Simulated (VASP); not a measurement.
# Bi2Te3: electric field gradients with PBEsol

Bi2Te3:

```xyz
5
Lattice="2.1930 1.2661 9.9624 -2.1930 1.2661 9.9624 0.0000 -2.5323 9.9624" Properties=species:S:1:pos:R:3 pbc="T T T"
Bi    0.0000    0.0000   11.9548
Bi    0.0000    0.0000   17.9322
Te    0.0000    0.0000    0.0000
Te    0.0000    0.0000    6.2613
Te    0.0000    0.0000   23.6257
```

This cell differs from its parent crystal: zz strain of -2 %.

```
Program                : VASP 6.6.1
Task                   : electric field gradients
Functional             : PBEsol
Potentials or basis    : VASP PAW PBE potentials, release 64 (Bi_d, Te)
Cutoff                 : 520 eV
k mesh                 : 7 × 7 × 7
Occupations            : fermi-dirac, width 0.08 eV
Spin                   : no spin polarisation
Dipole correction      : no
Further INCAR settings : ALGO = Normal; EDIFF = 1e-08; NBANDS = 32
```

```yaml
Pressure: 0.5 GPa
Largest_force: 0.074 eV/Å
Band_gap_on_the_k_mesh: 0.16 eV
Largest_electric_field_gradient_by_atom: Bi +15.5; Te +74.8, -1.4 (each value once) V/Å²
```

Forces on the atoms (eV/Å):
```
Bi   0.000  0.000 -0.015
Bi   0.000  0.000  0.015
Te   0.000  0.000  0.000
Te   0.000  0.000 -0.074
Te   0.000  0.000  0.074
```

Stress tensor (GPa, compression positive):
```
0.41 0.00 0.00
0.00 0.41 0.00
0.00 0.00 0.81
```

Levels at points of the mesh, in eV from the valence-band top:
```tsv
k point	band 21	band 22	band 23	band 24	band 25	band 26	band 27	band 28
(0.00, 0.00, 0.00)	-1.80	-0.93	-0.93	0.00	0.16	0.57	0.57	1.90
```

Electric field gradients, principal values (V/Å²):
```tsv
atom	least	middle	greatest (by size)
1 Bi	-7.732	-7.732	15.464
2 Bi	-7.732	-7.732	15.464
3 Te	-37.384	-37.384	74.768
4 Te	0.720	0.720	-1.440
5 Te	0.720	0.720	-1.440
```

It took 31 min on 1 thread of Oxide Virtual Turin-like Processor (shared host), peak memory 0.97 GiB.

Caveat: the cell differs from its parent crystal (zz strain of -2 %); without QUAD_EFG the Cq values of the log hold for a quadrupole moment of 1 mb, not for the nuclei; the PAW data sets were made with another functional, which shifts forces and pressure a little; spin-orbit coupling is left out, which moves the levels of the heavy elements. A k mesh can miss the band edges.
